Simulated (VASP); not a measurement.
## Ge2Sb2Te5: single point with PBE

Crystal: Ge2Sb2Te5.

```
CELL_PARAMETERS angstrom
6.93356 -3.06060 -0.06924
6.93356 3.06060 -0.06924
-6.99462 0.00000 6.90559
ATOMIC_POSITIONS crystal
Te 0.59940 0.59940 0.38378
Te 0.80140 0.80140 0.19671
Te 0.00527 0.00527 0.99892
Te 0.21452 0.21452 0.81067
Te 0.40527 0.40527 0.59529
Sb 0.89078 0.89078 0.57598
Sb 0.11240 0.11240 0.43174
Ge 0.27858 0.27858 0.20070
Ge 0.49239 0.49239 0.00621
```

```yaml
Program: VASP 6.6.1
Task: single point
Functional: PBE
Potentials_or_basis: VASP PAW PBE potentials, release 64 (Te, Sb, Ge_d)
Cutoff: 520 eV
k_mesh: 5 × 5 × 4
Occupations: fermi-dirac, width 0.05 eV
Spin: no spin polarisation
Dipole_correction: no
Further_INCAR_settings: ALGO = Normal; EDIFF = 1e-06; NBANDS = 44
```

* Pressure: 0.0 GPa
* Largest force: 0.024 eV/Å
* Band gap on the k mesh: 0.23 eV, indirect (least direct gap 0.32 eV)

Forces on the atoms (eV/Å):
```
Te  -0.010  0.000  0.005
Te   0.007  0.000 -0.003
Te  -0.012  0.000  0.001
Te  -0.015  0.000  0.006
Te   0.000  0.000  0.012
Sb   0.007  0.000  0.012
Sb   0.001  0.000 -0.024
Ge   0.014  0.000 -0.005
Ge   0.008  0.000 -0.005
```

Levels at points of the mesh, in eV from the valence-band top:
```tsv
k point	band 31	band 32	band 33	band 34	band 35	band 36	band 37	band 38
(0.00, 0.00, 0.00)	-0.85	-0.57	-0.55	-0.42	1.07	1.40	2.26	2.43
(0.00, 0.00, 0.50)	-0.90	-0.77	-0.60	-0.52	0.93	1.51	1.68	2.61
```

Wall time 9.1 min on 1 thread of Intel(R) Xeon(R) Platinum 8375C CPU @ 2.90GHz (Ice Lake), on a shared host, peak memory 0.78 GiB.

Caveat: spin-orbit coupling is left out, which moves the levels of the heavy elements. A k mesh can miss the band edges.
